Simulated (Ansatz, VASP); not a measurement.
One calculation of CdSe, two programs

```
Cd Se
1.0
     4.30208    0.00000    0.00000
    -2.15104    3.72571    0.00000
     0.00000    0.00000    7.02178
Cd Se
2 2
Direct
  0.33333 0.66667 0.95354
  0.66667 0.33333 0.45354
  0.33333 0.66667 0.42246
  0.66667 0.33333 0.92246
```

Change from the starting cell: polar distortion scaled by 0.25.

Alike in both runs: task single point; functional PBEsol; k mesh 15 × 15 × 8; no spin polarisation.

```csv
,VASP,Ansatz
version,VASP 6.6.1,Ansatz 0.2.0
potentials or method,"VASP PAW PBE potentials, release 64 (Cd, Se), cutoff 520 eV","scalar-relativistic, plane waves, PAW"
occupations,"gaussian, width 0.01 eV",fixed
valence electrons in the cell,36,72
```

|  | VASP | Ansatz | Ansatz less VASP |
| --- | --- | --- | --- |
| gap on the k mesh at the Fermi level (eV) | 0.86 | 0.85 | -0.008 |
| least direct gap on the mesh (eV) | 0.86 | 0.85 | -0.008 |
| pressure (GPa) | 3.7 | 3.3 | -0.44 |
| traceless stress, the component that is largest in VASP (GPa) | -6.17 | -5.83 | +0.339 |
| rms of the force components (eV/Å) | 0.273 | 0.264 | -0.0081 |

VASP's potentials were made for PBE, not for PBEsol, and Ansatz warns of the same on its side. Atom by atom the forces differ by 0.008 eV/Å (rms over components). VASP's potentials hold 36 valence electrons a cell and Ansatz's 72, so a difference there can come from the potentials and not from the codes.
